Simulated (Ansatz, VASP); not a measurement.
## Two plane-wave programs on Ca3W

Contents of INCAR:

```
  PREC = Accurate
  ENCUT = 520
  EDIFF = 1E-6
  ISMEAR = 0
  SIGMA = 0.1
  LREAL = False
  LASPH = True
  NELM = 60
  ALGO = Normal
  ISIF = 2
  LWAVE = False
  LCHARG = False
  GGA = PE
  NBANDS = 30
```

KPOINTS

```
Automatic mesh
0
Gamma
  4 4 4
```

Contents of POSCAR:

```
Ca3W
1.0
    4.6163418874      0.0000000000      0.0000000000
    0.0000000000      4.6163418874      0.0000000000
    0.0000000000      0.0000000000      4.6163418874
Ca W
3 1
Direct
    0.0000000000      0.5000000000      0.5000000000
    0.5000000000      0.0000000000      0.5000000000
    0.5000000000      0.5000000000      0.0000000000
    0.0000000000      0.0000000000      0.0000000000
```

Input for Ansatz:

```yaml
crystal:
  lattice:
    - [4.6163418874, 0.0, 0.0]
    - [0.0, 4.6163418874, 0.0]
    - [0.0, 0.0, 4.6163418874]
  atoms:
    - { symbol: Ca, position: [0.0, 0.5, 0.5] }
    - { symbol: Ca, position: [0.5, 0.0, 0.5] }
    - { symbol: Ca, position: [0.5, 0.5, 0.0] }
    - { symbol: W, position: [0.0, 0.0, 0.0] }
basis:
  ecutwfc: 420
kpoints:
  mp_grid: { grid: [4, 4, 4] }
hamiltonian:
  xc: pbe
scf:
  occupations: { method: gaussian, width: 0.1 }
  lower_state_search: "off"
output:
  forces: true
  stress: true
  eigenvalues: true
```

Alike in both runs: task single point; functional PBE; k mesh 4 × 4 × 4; occupations gaussian, width 0.1 eV; no spin polarisation.

|  | VASP | Ansatz |
| --- | --- | --- |
| version | VASP 6.6.1 | Ansatz 0.2.0 |
| potentials or method | VASP PAW PBE potentials, release 64 (Ca_sv, W_sv), cutoff 520 eV | scalar-relativistic, plane waves, PAW |
| valence electrons in the cell | 44 | 44 |

VASP gave:

| Quantity | Value |
| --- | --- |
| gap on the k mesh at the Fermi level (eV) | none |
| pressure (GPa) | 6.4 |

**Question.** Which values does Ansatz return?

**Answer.** gap on the k mesh at the Fermi level (eV): none; pressure (GPa): 6.3.

A gap of «none» marks a metal or a gap that the smearing closes. With one functional, cell and mesh, what is left measures potentials, basis and numerics.

Spin-orbit coupling is off throughout.
